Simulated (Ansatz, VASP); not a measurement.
**One calculation of MgO, two programs**

File INCAR:

```
SYSTEM = MgO
ALGO = Normal ; EDIFF = 1E-6
ENCUT = 600 ; GGA_COMPAT = .FALSE.
ISIF = 2 ; ISMEAR = 0
LASPH = .TRUE. ; LCHARG = .FALSE.
LREAL = .FALSE. ; LWAVE = .FALSE.
NBANDS = 11 ; NELM = 120
PREC = Accurate ; SIGMA = 0.01
```

Contents of KPOINTS:

```
k-points
0
G
  8 8 8
  0 0 0
```

POSCAR

```
MgO
1.0
    0.0000000000      2.1021674168      2.1021674168
    2.1021674168      0.0000000000      2.1021674168
    2.1021674168      2.1021674168      0.0000000000
Mg O
1 1
Direct
    0.0000000000      0.0000000000      0.0000000000
    0.5000000000      0.5000000000      0.5000000000
```

Input for Ansatz:

```yaml
crystal:
  lattice:
    - [0.0, 2.1021674168, 2.1021674168]
    - [2.1021674168, 0.0, 2.1021674168]
    - [2.1021674168, 2.1021674168, 0.0]
  atoms:
    - { symbol: Mg, position: [0.0, 0.0, 0.0] }
    - { symbol: O, position: [0.5, 0.5, 0.5] }
kpoints:
  mp_grid: { grid: [8, 8, 8] }
hamiltonian:
  xc: lda
scf:
  occupations: { method: fixed }
output:
  optics:
    e_range: [0.5, 20]
    de: 0.05
    sigma: 0.25
    scissors: 0
    scheme: fermi_dirac
    bands: auto
    kdotp_interpolation: "off"
```

Alike in both runs: task single point; functional LDA; k mesh 8 × 8 × 8; no spin polarisation.

```csv
,VASP,Ansatz
version,VASP 6.6.1,Ansatz 0.2.0
potentials or method,"VASP PAW LDA potentials, release 64 (Mg, O)","plane waves, PAW"
plane-wave cutoff (eV),600,420
occupations,"gaussian, width 0.01 eV",fixed
valence electrons in the cell,8,16
```

```csv
,VASP,Ansatz,Ansatz less VASP
gap on the k mesh at the Fermi level (eV),4.71,4.71,-0.001
```

LDA's correlation is that of Perdew and Zunger in VASP and of Perdew and Wang (1992) in Ansatz. VASP's potentials hold 8 valence electrons a cell and Ansatz's 16, so a difference there can come from the potentials and not from the codes.
